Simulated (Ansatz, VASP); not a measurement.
**Mg2SO in VASP and in Ansatz**

Contents of INCAR:

```
ALGO     = Normal         # electronic algorithm
EDIFF    = 1E-6           # SCF threshold, eV
ENCUT    = 520            # plane-wave cutoff, eV
GGA      = PE             # functional
ISIF     = 2              # what is computed and relaxed
ISMEAR   = -1             # smearing method
LASPH    = T              # aspherical terms in the spheres
LCHARG   = F              # write CHGCAR
LREAL    = F              # projectors in reciprocal space
LWAVE    = F              # write WAVECAR
NBANDS   = 16             # bands
NELM     = 60             # most SCF steps
PREC     = Accurate       # precision mode
SIGMA    = 0.02           # smearing width, eV
```

File KPOINTS:

```
k-points
0
Gamma
  8 8 6
```

POSCAR

```
Mg2SO
1.0
    3.4083939418      0.0608398319      0.0000000000
    0.0608398319      3.4083939418      0.0000000000
    0.0000000000      0.0000000000      4.7611186746
O Mg S
1 2 1
Direct
    0.0000000000      0.0000000000      0.0000000000
    0.0000000000      0.0000000000      0.5000000000
    0.5000000000      0.5000000000      0.0000000000
    0.5000000000      0.5000000000      0.5000000000
```

Input for Ansatz:

```yaml
crystal:
  lattice:
    - [3.4083939418, 0.0608398319, 0.0]
    - [0.0608398319, 3.4083939418, 0.0]
    - [0.0, 0.0, 4.7611186746]
  atoms:
    - { symbol: O, position: [0.0, 0.0, 0.0] }
    - { symbol: Mg, position: [0.0, 0.0, 0.5] }
    - { symbol: S, position: [0.5, 0.5, 0.5] }
    - { symbol: Mg, position: [0.5, 0.5, 0.0] }
kpoints:
  mp_grid: { grid: [8, 8, 6] }
  band_path:
    path:
      - [0.0, 0.0, 0.0]
      - [0.0, 0.5, 0.0]
      - [0.5, 0.5, 0.0]
      - [0.0, 0.0, 0.5]
      - [0.0, 0.5, 0.5]
      - [0.5, 0.5, 0.5]
    npoints: 1
hamiltonian:
  xc: pbe
scf:
  occupations: { method: fermi_dirac, width: 0.02 }
  n_extra_bands: 5
output:
  forces: true
  stress: true
  eigenvalues: true
```

Change from the starting cell: shear_xy strain +3.6%.

Alike in both runs: task single point; functional PBE; k mesh 8 × 8 × 6; occupations fermi-dirac, width 0.02 eV; no spin polarisation.

```csv
,VASP,Ansatz
version,VASP 6.6.1,Ansatz 0.2.0
potentials or method,"VASP PAW PBE potentials, release 64 (O, Mg, S)","plane waves, PAW"
plane-wave cutoff (eV),520,420
valence electrons in the cell,16,32
```

Ansatz gave:

| Quantity | Value |
| --- | --- |
| gap on the k mesh at the Fermi level (eV) | 3.14 |
| pressure (GPa) | 2.6 |

Question: What did VASP give for the same quantities?

Answer: gap on the k mesh at the Fermi level (eV): 3.12; pressure (GPa): 2.2.

VASP's potentials hold 16 valence electrons a cell and Ansatz's 32, so a difference there can come from the potentials and not from the codes.
